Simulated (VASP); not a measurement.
A run of VASP 6.6.1 is set up as follows.

INCAR

```
SYSTEM = Si5Ge
ALGO = Normal
EDIFF = 1E-6
ENCUT = 520
GGA = PE
ISIF = 2
ISMEAR = 0
LASPH = .True.
LCHARG = .True.
LELF = .True.
LREAL = .False.
LVHAR = .True.
LWAVE = .False.
NBANDS = 26
NELM = 80
PREC = Accurate
SIGMA = 0.1
```

File KPOINTS:

```
k-points
0
Gamma
  6 6 4
  0 0 0
```

Contents of POSCAR:

```
Si5Ge
1.0
    4.5028541705     -0.0000000028      0.0000000000
   -2.2514270829      3.8995861026      0.0000000000
    0.0000000000      0.0000000000      5.3479582991
Si Ge
5 1
Direct
    0.0000000000      0.0000000000      0.0000000000
    0.3333333333      0.6666666667      0.2352157007
    0.6666666667      0.3333333333      0.2352157007
    0.6666666667      0.3333333333      0.7647842993
    0.3333333333      0.6666666667      0.7647842993
    0.0000000000      0.0000000000      0.5000000000
```

Potentials or basis: VASP PAW PBE potentials, release 64 (Si, Ge_d).

The run is started by

```sh
$ cat potpaw_PBE.64/Si/POTCAR potpaw_PBE.64/Ge_d/POTCAR > POTCAR
$ mpirun -np 1 vasp_std > vasp.out
```

Question: What does it give for the largest force?

Answer: 0.025 eV/Å.

Question: What does it give for the band gap on the k mesh?

Answer: Zero (bands 17 and 18 overlap by 3.78 eV).

Question: What does it give for the pressure?

Answer: 0.0 GPa.

Forces on the atoms (eV/Å):
```
Si   0.000  0.000  0.000
Si   0.000  0.000  0.025
Si   0.000  0.000  0.025
Si   0.000  0.000 -0.025
Si   0.000  0.000 -0.025
Ge   0.000  0.000  0.000
```
